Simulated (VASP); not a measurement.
Write the native input for VASP 6.6.1 that does the following.

```yaml
Task: single point
Functional: PBEsol
Potentials_or_basis: VASP PAW PBE potentials, release 64 (K_sv, Mg, F)
Cutoff: 520 eV
k_mesh: 6 × 6 × 6
Occupations: gaussian, width 0.05 eV
Spin: no spin polarisation
Dipole_correction: no
Further_INCAR_settings: ALGO = Normal; EDIFF = 1e-06; NBANDS = 24
```

The structure of KMgF3 lies in POSCAR:

```
KMgF3
1.0
    4.3047720000      0.0000000000      0.0000000000
    0.0000000000      4.3047720000      0.0000000000
    0.0000000000      0.0000000000      4.1453360000
K Mg F
1 1 3
Direct
    0.5000000000      0.5000000000      0.5000000000
    0.0000000000      0.0000000000      0.0000000000
    0.5000000000      0.0000000000      0.0000000000
    0.0000000000      0.5000000000      0.0000000000
    0.0000000000      0.0000000000      0.5000000000
```

This cell differs from its parent crystal: strain +0.080 along x and y, +0.040 along z.

The input as run:

INCAR

```
SYSTEM = KMgF3
PREC = Accurate ; ENCUT = 520
EDIFF = 1E-6 ; ISMEAR = 0
SIGMA = 0.05 ; LREAL = .FALSE.
LASPH = .TRUE. ; NELM = 80
ALGO = Normal ; ISIF = 2
LWAVE = .FALSE. ; LCHARG = .FALSE.
GGA = PS ; NBANDS = 24
```

KPOINTS

```
regular mesh
0
G
  6 6 6
  0 0 0
```

Potentials or basis: VASP PAW PBE potentials, release 64 (K_sv, Mg, F).

The run is started by

```console
$ cat potpaw_PBE.64/K_sv/POTCAR potpaw_PBE.64/Mg/POTCAR potpaw_PBE.64/F/POTCAR > POTCAR
$ mpirun -np 1 vasp_std > vasp.out
```

It gave:

| Property | Result |
| --- | --- |
| Pressure | -9.2 GPa |
| Band gap on the k mesh | 5.85 eV (least direct gap 6.15 eV) |

Caveat: the cell differs from its parent crystal (strain +0.080 along x and y, +0.040 along z); the cell stands under tension; the PAW data sets were made with another functional, which shifts forces and pressure a little.

It took 38 s on 1 thread of AMD EPYC 7R13 Processor (Zen 3) (shared host), peak memory 0.19 GiB.
